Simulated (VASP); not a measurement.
# Ag (Im-3m) in VASP: a series of runs, part 2 of 2

VASP 6.6.1. Earlier steps stand in the parts before.

**4. Single point, PBE (volume scaled by 1.08)**

INCAR

```
SYSTEM = Ag
PREC = Accurate ; ENCUT = 500
EDIFF = 1E-6 ; ISMEAR = -1
SIGMA = 0.1 ; LREAL = .FALSE.
LASPH = .TRUE. ; NELM = 120
ALGO = Normal ; ISIF = 2
LWAVE = .FALSE. ; LCHARG = .TRUE.
GGA = PE ; LELF = .TRUE.
LVHAR = .TRUE. ; NBANDS = 12
GGA_COMPAT = .FALSE.
```

KPOINTS

```
regular mesh
0
G
  15 15 15
  0 0 0
```

POSCAR

```
Ag
1.0
   -1.6945888715      1.6945888715      1.6945888715
    1.6945888715     -1.6945888715      1.6945888715
    1.6945888715      1.6945888715     -1.6945888715
Ag
1
Direct
    0.0000000000      0.0000000000      0.0000000000
```

Potentials or basis: VASP PAW PBE potentials, release 64 (Ag).

The run is started by

```bash
> cat potpaw_PBE.64/Ag/POTCAR > POTCAR
> mpirun -np 1 vasp_std > vasp.out
```

OUTCAR:

```text
SYSTEM = Ag
   PREC = Accurate
   ENCUT = 500
   EDIFF = 1E-6
   ISMEAR = -1
   LREAL = .FALSE.
   LASPH = .TRUE.
   NELM = 120
   ISIF = 2
   GGA = PE

 ion  position               nearest neighbor table
   1  0.000  0.000  0.000-

  LATTYP: Found a body centered cubic cell.
 ALAT       =     3.3891777430

  Lattice vectors:

 A1 = (  -1.6945888715,   1.6945888715,   1.6945888715)
 A2 = (   1.6945888715,  -1.6945888715,   1.6945888715)
[... 539 lines left out ...]
     12      31.0590      0.00000

 [... further k-points ...]

------------------------ aborting loop because EDIFF is reached ----------------------------------------

  FORCE on cell =-STRESS in cart. coord.  units (eV):
  Direction    XX          YY          ZZ          XY          YZ          ZX
  --------------------------------------------------------------------------------------
  -------------------------------------------------------------------------------------
  Total       -0.6885879     -0.6885879     -0.6885879     -0.0000000     -0.0000000      0.0000000
  in kB      -56.6783149    -56.6783149    -56.6783149     -0.0000000     -0.0000000      0.0000000
  external PRESSURE =     -56.6783149 kB  Pullay stress =       0.0000000 kB

 VOLUME and BASIS-vectors are now :
 -----------------------------------------------------------------------------
  energy-cutoff  :      500.00
  volume of cell :       19.46
      direct lattice vectors                 reciprocal lattice vectors
    -1.694588871  1.694588871  1.694588871     0.000000000  0.295056818  0.295056818
     1.694588871 -1.694588871  1.694588871     0.295056818  0.000000000  0.295056818
     1.694588871  1.694588871 -1.694588871     0.295056818  0.295056818  0.000000000

 POSITION                                       TOTAL-FORCE (eV/Angst)
 -----------------------------------------------------------------------------------
      0.00000      0.00000      0.00000        -0.000000      0.000000     -0.000000
 -----------------------------------------------------------------------------------
    total drift:                                0.000000      0.000000      0.000000

  FREE ENERGIE OF THE ION-ELECTRON SYSTEM (eV)
  ---------------------------------------------------
  free  energy   TOTEN  =        -2.6656801545 eV

  energy  without entropy=       -2.6566938751  energy(sigma->0) =       -2.66118701
```

OSZICAR:

```text
N       E                     dE             d eps       ncg     rms          rms(c)
DAV:   1     0.499903490237E+02    0.49990E+02   -0.53144E+03  2920   0.788E+02
DAV:   2    -0.210607533051E+01   -0.52096E+02   -0.49301E+02  3316   0.183E+02
DAV:   3    -0.287237632599E+01   -0.76630E+00   -0.76588E+00  3404   0.238E+01
DAV:   4    -0.287474677335E+01   -0.23704E-02   -0.23704E-02  3216   0.140E+00
DAV:   5    -0.287476770889E+01   -0.20936E-04   -0.20936E-04  3368   0.119E-01    0.372E+00
DAV:   6    -0.267138342673E+01    0.20338E+00   -0.88456E-01  3120   0.819E+00    0.259E+00
DAV:   7    -0.266739801750E+01    0.39854E-02   -0.45903E-03  3148   0.671E-01    0.151E+00
DAV:   8    -0.266566336648E+01    0.17347E-02   -0.74825E-04  3184   0.228E-01    0.574E-02
DAV:   9    -0.266567505345E+01   -0.11687E-04   -0.96613E-06  3176   0.244E-02    0.193E-02
DAV:  10    -0.266568031407E+01   -0.52606E-05   -0.42300E-06  3232   0.197E-02    0.214E-03
DAV:  11    -0.266568015447E+01    0.15960E-06   -0.65764E-08  1596   0.216E-03
   1 F= -.26656802E+01 E0= -.26611870E+01  d E =-.898628E-02
```

Wall time 17 s (1 thread of Intel Xeon 8259CL, shared host); peak memory 0.16 GiB.

What came out:

* Free energy: -2.6657 eV
* Pressure: -5.7 GPa

**5. Single point, PBE (volume scaled by 1.12)**

INCAR

```
PREC     = Accurate       # precision mode
ENCUT    = 500            # plane-wave cutoff, eV
EDIFF    = 1E-6           # SCF threshold, eV
ISMEAR   = -1             # smearing method
SIGMA    = 0.1            # smearing width, eV
LREAL    = False          # projectors in reciprocal space
LASPH    = True           # aspherical terms in the spheres
NELM     = 120            # most SCF steps
ALGO     = Normal         # electronic algorithm
ISIF     = 2              # what is computed and relaxed
LWAVE    = False          # write WAVECAR
LCHARG   = False          # write CHGCAR
GGA      = PE             # functional
NBANDS   = 12             # bands
GGA_COMPAT= False
```

KPOINTS

```
Automatic mesh
0
Gamma
  15 15 15
```

POSCAR

```
Ag
1.0
   -1.7152566264      1.7152566264      1.7152566264
    1.7152566264     -1.7152566264      1.7152566264
    1.7152566264      1.7152566264     -1.7152566264
Ag
1
Direct
    0.0000000000      0.0000000000      0.0000000000
```

The run is started by

```bash
> cat potpaw_PBE.64/Ag/POTCAR > POTCAR
> mpirun -np 1 vasp_std > vasp.out
```

Wall time 17 s (1 thread of Intel Xeon 8259CL, shared host); peak memory 0.16 GiB.

The run converged. Its results:

```yaml
Free_energy: -2.6363 eV
Pressure: -7.4 GPa
```

Levels at points of the mesh, in eV from the Fermi level:
| k point | band 3 | band 4 | band 5 | band 6 | band 7 | band 8 | band 9 | band 10 |
| --- | --- | --- | --- | --- | --- | --- | --- | --- |
| (0.00, 0.00, 0.00) | -4.41 | -4.41 | -3.41 | -3.41 | 17.26 | 17.26 | 17.26 | 21.15 |

**6. Summary**

```tsv
cell	gap on the mesh (eV)	pressure (GPa)
a = 2.861 Å, angles 109.5°, 1 atom	none	-0.3
a = 2.898 Å, angles 109.5°, 1 atom	none	-3.4
a = 2.935 Å, angles 109.5°, 1 atom	none	-5.7
a = 2.971 Å, angles 109.5°, 1 atom	none	-7.4
```

Alike in all rows: task single point; level PBE; potentials or basis VASP PAW PBE potentials, release 64 (Ag); no spin polarisation; k mesh 15 × 15 × 15; cutoff (eV) 500; smearing fermi-dirac 0.1 eV.

Absolute energies hang on the potentials; compare differences alone.
